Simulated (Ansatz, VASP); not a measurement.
## Two plane-wave programs on Ru

```
Ru
1.0
     2.67753    0.00000    0.00000
    -1.33877    2.31881    0.00000
     0.00000    0.00000    4.21813
Ru
2
Direct
  0.33333 0.66667 0.25000
  0.66667 0.33333 0.75000
```

Alike in both runs: task single point; functional LDA; k mesh 13 × 13 × 8; occupations fermi-dirac, width 0.03 eV; no spin polarisation.

|  | VASP | Ansatz |
| --- | --- | --- |
| version | VASP 6.6.1 | Ansatz 0.2.0 |
| potentials or method | VASP PAW LDA potentials, release 64 (Ru_sv), cutoff 560 eV | plane waves (420 eV) with PAW, scalar-relativistic |
| valence electrons in the cell | 32 | 32 |

Ansatz gave:

| Quantity | Value |
| --- | --- |
| pressure (GPa) | -0.2 |
| traceless stress, the component that is largest in VASP (GPa) | -0.37 |

Estimate VASP's values.

pressure (GPa): 0.3; traceless stress, the component that is largest in VASP (GPa): -0.37.

Ansatz warns that its potentials were made for another functional, while VASP's fit it. LDA's correlation is that of Perdew and Zunger in VASP and of Perdew and Wang (1992) in Ansatz.
